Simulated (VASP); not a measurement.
Input of a VASP 6.6.1 run:

Contents of INCAR:

```
SYSTEM = SnO
PREC = Accurate
ENCUT = 520
EDIFF = 1E-6
ISMEAR = -1
SIGMA = 0.06122561905347299
LREAL = .FALSE.
LASPH = .TRUE.
NELM = 100
ALGO = Normal
ISIF = 2
LWAVE = .FALSE.
LCHARG = .FALSE.
GGA = PE
NBANDS = 17
```

KPOINTS

```
Automatic mesh
0
G
  19 19 19
  0 0 0
```

POSCAR

```
SnO
1.0
    0.0000000000      2.5069309939      2.5069309939
    2.5069309939      0.0000000000      2.5069309939
    2.5069309939      2.5069309939      0.0000000000
Sn O
1 1
Direct
    0.0000000000      0.0000000000      0.0000000000
    0.5000000000      0.5000000000      0.5000000000
```

Potentials or basis: VASP PAW PBE potentials, release 64 (Sn_d, O).

Launch:

```bash
$ cat potpaw_PBE.64/Sn_d/POTCAR potpaw_PBE.64/O/POTCAR > POTCAR
$ mpirun -np 1 vasp_std > vasp.out
```

Question: Estimate the pressure.

Answer: 6.6 GPa.

Question: What does it give for the band gap on the k mesh?

Answer: 0.13 eV.

Caveat: the cell stands under pressure; spin-orbit coupling is left out, which moves the levels of the heavy elements; an odd mesh through Γ misses points on the zone boundary, where band edges can lie.
